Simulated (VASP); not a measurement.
A run of VASP 6.6.1 is set up as follows.

The input POSCAR:

```
FeO
1.0
    1.5176821100      0.8762341800      2.5157945800
   -1.5176821100      0.8762341800      2.5157945800
    0.0000000000     -1.7524683500      2.5157945800
Fe O
1 1
Direct
    0.0000000000      0.0000000000      0.0000000000
    0.5000000000      0.5000000000      0.5000000000
```

The input INCAR.step1:

```
PREC     = Accurate       # precision mode
ENCUT    = 520            # plane-wave cutoff, eV
EDIFF    = 1E-7           # SCF threshold, eV
ISMEAR   = -1             # smearing method
SIGMA    = 0.05           # smearing width, eV
LREAL    = False          # projectors in reciprocal space
LASPH    = True           # aspherical terms in the spheres
NELM     = 150            # most SCF steps
ALGO     = Normal         # electronic algorithm
ISIF     = 2              # what is computed and relaxed
LWAVE    = False          # write WAVECAR
LCHARG   = True           # write CHGCAR
ISPIN    = 2              # spin polarisation
MAGMOM   = 3 0            # initial moments
LMAXMIX  = 4              # l up to which the mixer works
LDAU     = True           # DFT+U
LDAUTYPE = 2            
LDAUL    = 2 -1           # shell
LDAUU    = 5 0            # U, eV
LDAUJ    = 0 0          
LDAUPRINT= 1            
GGA      = CA             # functional
NBANDS   = 18             # bands
```

File KPOINTS.step1:

```
Automatic mesh
0
Gamma
  11 11 11
```

The input INCAR.step2:

```
PREC     = Accurate       # precision mode
ENCUT    = 520            # plane-wave cutoff, eV
EDIFF    = 1E-7           # SCF threshold, eV
ISMEAR   = -5             # smearing method
SIGMA    = 0.05           # smearing width, eV
LREAL    = False          # projectors in reciprocal space
LASPH    = True           # aspherical terms in the spheres
NELM     = 150            # most SCF steps
ALGO     = Normal         # electronic algorithm
ISIF     = 2              # what is computed and relaxed
LWAVE    = False          # write WAVECAR
LCHARG   = False          # write CHGCAR
ISPIN    = 2              # spin polarisation
MAGMOM   = 3 0            # initial moments
LORBIT   = 11             # projections on sites
LMAXMIX  = 4              # l up to which the mixer works
LDAU     = True           # DFT+U
LDAUTYPE = 2            
LDAUL    = 2 -1           # shell
LDAUU    = 5 0            # U, eV
LDAUJ    = 0 0          
LDAUPRINT= 1            
GGA      = CA             # functional
NEDOS    = 2001           # points of the DOS
ICHARG   = 11             # starting density
```

KPOINTS.step2

```
Automatic mesh
0
Gamma
  17 17 17
```

Potentials or basis: VASP PAW LDA potentials, release 64 (Fe, O).

Command:

```bash
$ cat potpaw_LDA.64/Fe/POTCAR potpaw_LDA.64/O/POTCAR > POTCAR
$ cp INCAR.step1 INCAR
$ cp KPOINTS.step1 KPOINTS
$ mpirun -np 1 vasp_std > vasp.out
$ cp INCAR.step2 INCAR
$ cp KPOINTS.step2 KPOINTS
$ mpirun -np 1 vasp_std > vasp.out
```

(1) Estimate the net moment.

(2) Predict the site moments.

Results:

(1) 4.00 μB per cell.

(2) Fe +3.83; O +0.20 μB.

Caveat: a cell with one magnetic atom can't hold antiferromagnetic order, which such compounds often take.
